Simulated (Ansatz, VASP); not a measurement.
## One calculation of LiH, two programs

File INCAR:

```
ALGO = Normal
EDIFF = 1E-6
ENCUT = 520
GGA = PE
ISIF = 2
ISMEAR = 0
LASPH = T
LCHARG = F
LREAL = F
LWAVE = F
NBANDS = 9
NELM = 80
PREC = Accurate
SIGMA = 0.05
```

File KPOINTS:

```
k-points
0
Gamma
  14 14 14
```

POSCAR

```
LiH
1.0
    0.0000000000      1.9771553500      1.9771553500
    1.9771553500      0.0000000000      1.9771553500
    1.9771553500      1.9771553500      0.0000000000
Li H
1 1
Direct
    0.0000000000      0.0000000000      0.0000000000
    0.5000000000      0.5000000000      0.5000000000
```

Input for Ansatz:

```yaml
crystal:
  lattice:
    - [0.0, 1.97715535, 1.97715535]
    - [1.97715535, 0.0, 1.97715535]
    - [1.97715535, 1.97715535, 0.0]
  atoms:
    - { symbol: Li, position: [0.0, 0.0, 0.0] }
    - { symbol: H, position: [0.5, 0.5, 0.5] }
basis:
  ecutwfc: 420
  ecutrho_ratio: 4
kpoints:
  mp_grid: { grid: [14, 14, 14] }
hamiltonian:
  xc: pbe
scf:
  occupations: { method: gaussian, width: 0.05 }
output:
  forces: true
  stress: true
  eigenvalues: true
```

Alike in both runs: task single point; functional PBE; k mesh 14 × 14 × 14; occupations gaussian, width 0.05 eV; no spin polarisation.

|  | VASP | Ansatz |
| --- | --- | --- |
| version | VASP 6.6.1 | Ansatz 0.2.0 |
| potentials or method | VASP PAW PBE potentials, release 64 (Li_sv, H), cutoff 520 eV | scalar-relativistic, plane waves, PAW |
| valence electrons in the cell | 4 | 4 |

|  | VASP | Ansatz | Ansatz less VASP |
| --- | --- | --- | --- |
| gap on the k mesh at the Fermi level (eV) | 2.95 | 2.95 | +0.006 |
| least direct gap on the mesh (eV) | 2.95 | 2.95 | +0.006 |

Noted on VASP's run: the cutoff is under 1.25 times that of the potentials, so the pressure is a little rough.
